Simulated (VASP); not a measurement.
# W2Cl (Fd-3m) in VASP: a series of runs

W2Cl is run at these levels: PBE; tasks: single point, relaxation of cell and atoms.

Everything below comes from runs of VASP 6.6.1. Logs are shortened: lines on timing, memory, paths and dates and some standing lists are left out, and cuts for length are marked.

## Step 1: The cell of the first run

Symmetry: Fd-3m, No. 227, cubic system. The conventional cell has a = 7.665 Å, b = 7.665 Å, c = 7.665 Å, α = 90.00°, β = 90.00°, γ = 90.00°. W (site symmetry -3m) has 6 W at 2.71 Å and 6 Cl at 3.18 Å within 3.6 Å. Within 4.2 Å of Cl (site symmetry -43m) lie 12 W at 3.18 Å and 4 Cl at 3.32 Å.

## Step 2: Single point, PBE

File INCAR:

```
SYSTEM = W2Cl
  ALGO = Normal
  EDIFF = 1E-7
  ENCUT = 520
  GGA = PE
  ISIF = 2
  ISMEAR = 0
  LASPH = .TRUE.
  LCHARG = .FALSE.
  LREAL = .FALSE.
  LWAVE = .FALSE.
  NBANDS = 44
  NELM = 100
  PREC = Accurate
  SIGMA = 0.1
```

File KPOINTS:

```
k-points
0
G
  8 8 8
  0 0 0
```

File POSCAR:

```
W2Cl
1.0
    0.0000000000      3.8325589927      3.8325589927
    3.8325589927      0.0000000000      3.8325589927
    3.8325589927      3.8325589927      0.0000000000
W Cl
4 2
Direct
    0.1250000000      0.1250000000      0.1250000000
    0.6250000000      0.1250000000      0.1250000000
    0.1250000000      0.1250000000      0.6250000000
    0.1250000000      0.6250000000      0.1250000000
    0.5000000000      0.5000000000      0.5000000000
    0.7500000000      0.7500000000      0.7500000000
```

Potentials or basis: VASP PAW PBE potentials, release 64 (W_sv, Cl).

Run with:

```bash
> cat potpaw_PBE.64/W_sv/POTCAR potpaw_PBE.64/Cl/POTCAR > POTCAR
> mpirun -np 1 vasp_std > vasp.out
```

OUTCAR:

```text
SYSTEM = W2Cl
   EDIFF = 1E-7
   ENCUT = 520
   GGA = PE
   ISIF = 2
   ISMEAR = 0
   LASPH = .TRUE.
   LREAL = .FALSE.
   NELM = 100
   PREC = Accurate

 ion  position               nearest neighbor table
   1  0.125  0.125  0.125-   2 2.71   3 2.71   4 2.71   3 2.71   4 2.71   2 2.71
   2  0.625  0.125  0.125-   1 2.71   3 2.71   4 2.71   1 2.71   3 2.71   4 2.71
   3  0.125  0.125  0.625-   1 2.71   1 2.71   2 2.71   4 2.71   4 2.71   2 2.71
   4  0.125  0.625  0.125-   1 2.71   3 2.71   1 2.71   2 2.71   3 2.71   2 2.71
   5  0.500  0.500  0.500-
   6  0.750  0.750  0.750-

  LATTYP: Found a face centered cubic cell.
 ALAT       =     7.6651179854

  Lattice vectors:

 A1 = (   0.0000000000,   3.8325589927,   3.8325589927)
 A2 = (   3.8325589927,   0.0000000000,   3.8325589927)
 A3 = (   3.8325589927,   3.8325589927,   0.0000000000)

Analysis of symmetry for initial positions (statically):
=====================================================================
 Subroutine PRICEL returns:
 Original cell was already a primitive cell.

 Routine SETGRP: Setting up the symmetry group for a
 face centered cubic supercell.

 Subroutine GETGRP returns: Found 48 space group operations
 (whereof 24 operations were pure point group operations)
 out of a pool of 48 trial point group operations.

The static configuration has the point symmetry T_d .
 The point group associated with its full space group is O_h .

Analysis of symmetry for dynamics (positions and initial velocities):
=====================================================================
 Subroutine PRICEL returns:
 Original cell was already a primitive cell.

 Routine SETGRP: Setting up the symmetry group for a
 face centered cubic supercell.

 Subroutine GETGRP returns: Found 48 space group operations
 (whereof 24 operations were pure point group operations)
 out of a pool of 48 trial point group operations.

The dynamic configuration has the point symmetry T_d .
 The point group associated with its full space group is O_h .

 Subroutine INISYM returns: Found 48 space group operations
 (whereof 24 operations are pure point group operations),
 and found     1 'primitive' translations

----------------------------------------------------------------------------------------

                                     Primitive cell

  volume of cell :     112.5892

  direct lattice vectors                    reciprocal lattice vectors
     0.000000000  3.832558993  3.832558993    -0.130461136  0.130461136  0.130461136
     3.832558993  0.000000000  3.832558993     0.130461136 -0.130461136  0.130461136
     3.832558993  3.832558993  0.000000000     0.130461136  0.130461136 -0.130461136

  length of vectors
     5.420056906  5.420056906  5.420056906     0.225965316  0.225965316  0.225965316

  position of ions in fractional coordinates (direct lattice)
     0.125000000  0.125000000  0.125000000
     0.625000000  0.125000000  0.125000000
     0.125000000  0.125000000  0.625000000
     0.125000000  0.625000000  0.125000000
     0.500000000  0.500000000  0.500000000
     0.750000000  0.750000000  0.750000000

  ion indices of the primitive-cell ions
   primitive index   ion index
                 1           1
                 2           2
                 3           3
                 4           4
                 5           5
                 6           6

----------------------------------------------------------------------------------------

 KPOINTS: k-points

Automatic generation of k-mesh.
 Grid dimensions read from file:
 generate k-points for:    8    8    8

 Generating k-lattice:

  Cartesian coordinates                     Fractional coordinates (reciprocal lattice)
    -0.016307642  0.016307642  0.016307642     0.125000000  0.000000000  0.000000000
     0.016307642 -0.016307642  0.016307642     0.000000000  0.125000000  0.000000000
     0.016307642  0.016307642 -0.016307642     0.000000000  0.000000000  0.125000000

  Length of vectors
     0.028245664  0.028245664  0.028245664

  Shift w.r.t. Gamma in fractional coordinates (k-lattice)
     0.000000000  0.000000000  0.000000000

 Subroutine IBZKPT returns following result:
 ===========================================

 Found     29 irreducible k-points:

 Following reciprocal coordinates:
            Coordinates               Weight
  0.000000  0.000000  0.000000      1.000000
  0.125000  0.000000  0.000000      8.000000
  0.250000  0.000000  0.000000      8.000000
  0.375000  0.000000  0.000000      8.000000
  0.500000  0.000000  0.000000      4.000000
  0.125000  0.125000  0.000000      6.000000
[... 16 lines left out ...]
  0.500000  0.250000  0.125000     48.000000
 -0.375000  0.250000  0.125000     24.000000
 [... further k-points ...]
   k-points           NKPTS =     29   k-points in BZ     NKDIM =     29   number of bands    NBANDS=     44
   number of dos      NEDOS =    301   number of ions     NIONS =      6
   total plane-waves  NPLWV =  64000
   dimension x,y,z NGX =    40 NGY =   40 NGZ =   40
   dimension x,y,z NGXF=    80 NGYF=   80 NGZF=   80
   ions per type =               4   2
   NGX,Y,Z   is equivalent  to a cutoff of  12.27, 12.27, 12.27 a.u.
   NGXF,Y,Z  is equivalent  to a cutoff of  24.54, 24.54, 24.54 a.u.
 SYSTEM =  W2Cl
   PREC   = accura    normal or accurate (medium, high low for compatibility)
   ISTART =      0    job   : 0-new  1-cont  2-samecut
   ICHARG =      2    charge: 1-file 2-atom 10-const
   ISPIN  =      1    spin polarized calculation?
   LNONCOLLINEAR =      F non collinear calculations
   LSORBIT =      F    spin-orbit coupling
   LASPH  =      T    aspherical Exc in radial PAW
   ENCUT  =  520.0 eV  38.22 Ry    6.18 a.u.  10.08 10.08 10.08*2*pi/ulx,y,z
   NELM   =    100;   NELMIN=  2; NELMDL= -5     # of ELM steps
   EDIFF  = 0.1E-06   stopping-criterion for ELM
   LREAL  =      F    real-space projection
   EDIFFG = 0.1E-05   stopping-criterion for IOM
   NSW    =      0    number of steps for IOM
   IBRION =     -1    ionic relax: 0-MD 1-quasi-New 2-CG
   NFREE  =      0    steps in history (QN), initial steepest desc. (CG)
   ISIF   =      2    stress and relaxation
   ISYM   =      2    0-nonsym 1-usesym 2-fastsym
   POTIM  = 0.5000    time-step for ionic-motion
   TEBEG  =    0.0;   TEEND  =   0.0 temperature during run
   PSTRESS=    0.0 pullay stress
   NELECT =      70.0000    total number of electrons
   NUPDOWN=      -1.0000    fix difference up-down
   EMIN   =  10.00;   EMAX   =-10.00  energy-range for DOS
   EFERMI =   0.00;   METHOD = LEGACY
   ISMEAR =     0;   SIGMA  =   0.10  broadening in eV -4-tet -1-fermi 0-gaus
   EFERMI_NEDOS =   21; number of points for ismear=-14 and -15
   IALGO  =     38    algorithm
   IMIX   =      4    mixing-type and parameters
     AMIX     =   0.40;   BMIX     =  1.00
     AMIX_MAG =   1.60;   BMIX_MAG =  1.00
  volume/ion in A,a.u.               =      18.76       126.63
  Fermi-wavevector in a.u.,A,eV,Ry     =   1.397254  2.640427 26.562905  1.952318
  Thomas-Fermi vector in A             =   2.520528
   LORBIT       =      0    0 simple, 1 ext, 2 COOP (PROOUT), +10 PAW based schemes
   GGA     = PE    functional components
   LHFCALC =     F    Hartree Fock is set to
   AEXX    =    0.0000 exact exchange contribution
   IVDW    =     0    specifies the selected vdW correction
   LEPSILON=     F    determine dielectric tensor
   LRPA    =     F    only Hartree local field effects (RPA)
 non-spin polarized calculation
 Gauss-broadening in eV      SIGMA  =   0.10
  energy-cutoff  :      520.00
  volume of cell :      112.59
 maximum number of plane-waves:      3071
   NGX = 21   NGY = 21   NGZ = 21

 number of electron      70.0000006 magnetization

 Free energy of the ion-electron system (eV)
  ---------------------------------------------------
  ext. energy  EPLUGINS =         0.00000000
  ---------------------------------------------------
  free energy    TOTEN  =       -45.79657991 eV

  energy without entropy =      -45.75233204  energy(sigma->0) =      -45.77445597

 E-fermi :   8.0647     XC(G=0): -11.7748

 val. band max:        8.0073099386   @ k =  -0.3750   0.3750   0.0000
 cond. band min:       8.0698059727   @ k =  -0.3750   0.3750   0.1250
 fundamental gap:      0.0624960341
 Fermi energy:         8.0646587576

 k-point     1 :       0.0000    0.0000    0.0000
  band No.  band energies     occupation
      1     -66.0159      2.00000
      2     -65.8817      2.00000
      3     -65.8817      2.00000
      4     -65.8817      2.00000
      5     -31.0543      2.00000
      6     -30.5567      2.00000
[... 36 lines left out ...]
     43      10.9993      0.00000
     44      11.4610      0.00000

 k-point     2 :       0.1250    0.0000    0.0000
  band No.  band energies     occupation
      1     -66.0122      2.00000
      2     -65.8855      2.00000
      3     -65.8816      2.00000
      4     -65.8816      2.00000
      5     -31.0197      2.00000
      6     -30.5462      2.00000
[... 36 lines left out ...]
     43      10.6974      0.00000
     44      11.6234      0.00000

 k-point     3 :       0.2500    0.0000    0.0000
  band No.  band energies     occupation
      1     -66.0020      2.00000
      2     -65.8958      2.00000
      3     -65.8816      2.00000
      4     -65.8816      2.00000
      5     -30.9335      2.00000
      6     -30.5091      2.00000
[... 36 lines left out ...]
     43      10.2970      0.00000
     44      11.0168      0.00000

 k-point     4 :       0.3750    0.0000    0.0000
  band No.  band energies     occupation
      1     -65.9893      2.00000
      2     -65.9087      2.00000
      3     -65.8817      2.00000
      4     -65.8817      2.00000
      5     -30.8489      2.00000
      6     -30.4869      2.00000
[... 882 lines left out ...]
     43      10.3922      0.00000
     44      10.5364      0.00000

 k-point    23 :       0.5000    0.2500    0.1250
  band No.  band energies     occupation
      1     -65.9800      2.00000
      2     -65.9180      2.00000
      3     -65.8817      2.00000
      4     -65.8817      2.00000
      5     -30.7594      2.00000
      6     -30.4918      2.00000
[... 36 lines left out ...]
     43      10.1498      0.00000
     44      10.2488      0.00000

 k-point    24 :      -0.3750    0.2500    0.1250
  band No.  band energies     occupation
      1     -65.9728      2.00000
      2     -65.9253      2.00000
      3     -65.8817      2.00000
      4     -65.8817      2.00000
      5     -30.7224      2.00000
      6     -30.4710      2.00000
[... 36 lines left out ...]
     43      10.0762      0.00000
     44      10.1807      0.00000

 [... further k-points ...]
[... 5 lines left out ...]
  --------------------------------------------------------------------------------------
  -------------------------------------------------------------------------------------
  Total        0.2101844      0.2101844      0.2101844      0.0000000      0.0000000      0.0000000
  in kB        2.9909866      2.9909866      2.9909866      0.0000000      0.0000000      0.0000000
  external PRESSURE =       2.9909866 kB  Pullay stress =       0.0000000 kB

 VOLUME and BASIS-vectors are now :
 -----------------------------------------------------------------------------
  energy-cutoff  :      520.00
  volume of cell :      112.59
      direct lattice vectors                 reciprocal lattice vectors
     0.000000000  3.832558993  3.832558993    -0.130461136  0.130461136  0.130461136
     3.832558993  0.000000000  3.832558993     0.130461136 -0.130461136  0.130461136
     3.832558993  3.832558993  0.000000000     0.130461136  0.130461136 -0.130461136

 POSITION                                       TOTAL-FORCE (eV/Angst)
 -----------------------------------------------------------------------------------
      0.95814      0.95814      0.95814         0.000000      0.000000     -0.000000
      0.95814      2.87442      2.87442         0.000000      0.000000     -0.000000
      2.87442      2.87442      0.95814         0.000000      0.000000     -0.000000
      2.87442      0.95814      2.87442         0.000000      0.000000      0.000000
      3.83256      3.83256      3.83256         0.000000      0.000000      0.000000
      5.74884      5.74884      5.74884        -0.000000     -0.000000     -0.000000
 -----------------------------------------------------------------------------------
    total drift:                                0.000000     -0.000000      0.000000

  FREE ENERGIE OF THE ION-ELECTRON SYSTEM (eV)
  ---------------------------------------------------
  free  energy   TOTEN  =       -45.7965799108 eV

  energy  without entropy=      -45.7523320360  energy(sigma->0) =      -45.77445597
```

Wall time 68 s (1 thread of Intel Xeon 6975P-C (Granite Rapids), shared host); peak memory 0.29 GiB.

What came out:

| Quantity | Value |
| --- | --- |
| Free energy | -45.7966 eV |
| Pressure | 0.3 GPa |
| Band gap on the k mesh | zero (bands 35 and 36 overlap by 2.42 eV) |

Caveat: spin-orbit coupling is left out, which moves the levels of the heavy elements.

## Step 3: Relaxation of cell and atoms, PBE

This run uses another cell than the first one, of 19.48 Å³/atom.

File INCAR:

```
PREC = Accurate ; ENCUT = 600
EDIFF = 1E-7 ; ISMEAR = 0
SIGMA = 0.1 ; LREAL = False
LASPH = True ; NELM = 80
ALGO = Normal ; ISIF = 3
LWAVE = False ; LCHARG = False
GGA = PE ; IBRION = 2
NSW = 90 ; EDIFFG = -0.04
```

File KPOINTS:

```
Automatic mesh
0
Gamma
  4 4 4
```

File POSCAR:

```
W2Cl
1.0
    0.0000000000      3.8804466515      3.8804466515
    3.8804466515      0.0000000000      3.8804466515
    3.8804466515      3.8804466515      0.0000000000
W Cl
4 2
Direct
    0.6250000000      0.6250000000      0.6250000000
    0.1250000000      0.6250000000      0.6250000000
    0.6250000000      0.6250000000      0.1250000000
    0.6250000000      0.1250000000      0.6250000000
    0.0000000000      0.0000000000      0.0000000000
    0.2500000000      0.2500000000      0.2500000000
```

Potentials or basis: VASP PAW PBE potentials, release 64 (W_sv, Cl).

Run with:

```bash
> cat potpaw_PBE.64/W_sv/POTCAR potpaw_PBE.64/Cl/POTCAR > POTCAR
> mpirun -np 1 vasp_std > vasp.out
```

It took 77 s on 1 thread of Intel Xeon 6975P-C (Granite Rapids), shared host; peak memory 0.33 GiB.

Results (log left out):

- Free energy: -45.7460 eV
- Relaxed volume: 18.79 Å³/atom
- Relaxed cell: a = 5.422 Å, b = 5.422 Å, c = 5.422 Å, α = 60.00°, β = 60.00°, γ = 60.00°
- Space group after relaxing (to 0.1 Å): Fd-3m (No. 227)
- Energy gained by relaxing: 10.6 meV/atom
- Ionic steps: 3
- Pressure after relaxing: -0.1 GPa
- Band gap on the k mesh: zero (bands 35 and 36 overlap by 2.42 eV)

Step by step:
```
step  energy change (eV)  largest force (eV/Å)  pressure (GPa)  volume (Å³)
   1              0.0000                0.0000           -4.71       116.86
   2              0.0514                0.0000            7.34       107.44
   3             -0.0636                0.0000           -0.06       112.72
```

Final structure:
```
W Cl
1.0
     0.00000    3.83401    3.83401
     3.83401    0.00000    3.83401
     3.83401    3.83401    0.00000
W Cl
4 2
Direct
  0.62500 0.62500 0.62500
  0.12500 0.62500 0.62500
  0.62500 0.62500 0.12500
  0.62500 0.12500 0.62500
  0.00000 0.00000 0.00000
  0.25000 0.25000 0.25000
```

Levels at points of the mesh, in eV from the Fermi level:
```csv
k point,band 32,band 33,band 34,band 35,band 36,band 37,band 38,band 39
"(0.00, 0.00, 0.00)",0.09,0.09,0.09,2.10,2.10,2.10,2.15,2.15
"(0.50, 0.00, 0.00)",-0.86,-0.74,-0.74,-0.23,-0.02,-0.02,0.57,0.84
"(0.50, 0.50, 0.00)",-0.86,-0.42,-0.42,-0.32,-0.32,0.20,0.20,0.22
```

Caveat: spin-orbit coupling is left out, which moves the levels of the heavy elements.

(Continued in part 2 of 2.)

The gap in the log of VASP goes by the Fermi energy; the results here count the filled bands.